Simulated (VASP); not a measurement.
TaN, 4 atoms in the cell. The structure is hexagonal, space group P6_3mc (No. 186). Conventional cell: a = 2.980 Å, b = 2.980 Å, c = 6.007 Å, α = 90.00°, β = 90.00°, γ = 120.00°. Ta (site symmetry 3m) has 4 N at 1.95 to 2.02 Å within 2.6 Å. N (site symmetry 3m) has 4 Ta at 1.95 to 2.02 Å within 2.6 Å. 

```yaml
Program: VASP 6.6.1
Task: single point
Functional: PBE
Potentials_or_basis: VASP PAW PBE potentials, release 64 (Ta_pv, N)
Cutoff: 520 eV
k_mesh: 18 × 18 × 8
Occupations: gaussian, width 0.15 eV
Spin: no spin polarisation
Dipole_correction: no
Further_INCAR_settings: ALGO = Normal; EDIFF = 1e-07; NBANDS = 24
```

Potentials or basis: VASP PAW PBE potentials, release 64 (Ta_pv, N).

Launch:

```console
$ cat potpaw_PBE.64/Ta_pv/POTCAR potpaw_PBE.64/N/POTCAR > POTCAR
$ mpirun -np 1 vasp_std > vasp.out
```

Hardware: 1 thread of Intel(R) Xeon(R) 6975P-C (Granite Rapids), with other jobs on the host.

Estimate the wall time of this run.

Wall time 61 s on 1 thread of Intel(R) Xeon(R) 6975P-C (Granite Rapids), on a shared host, peak memory 0.29 GiB. Counts: scf iterations 13, k points 185.
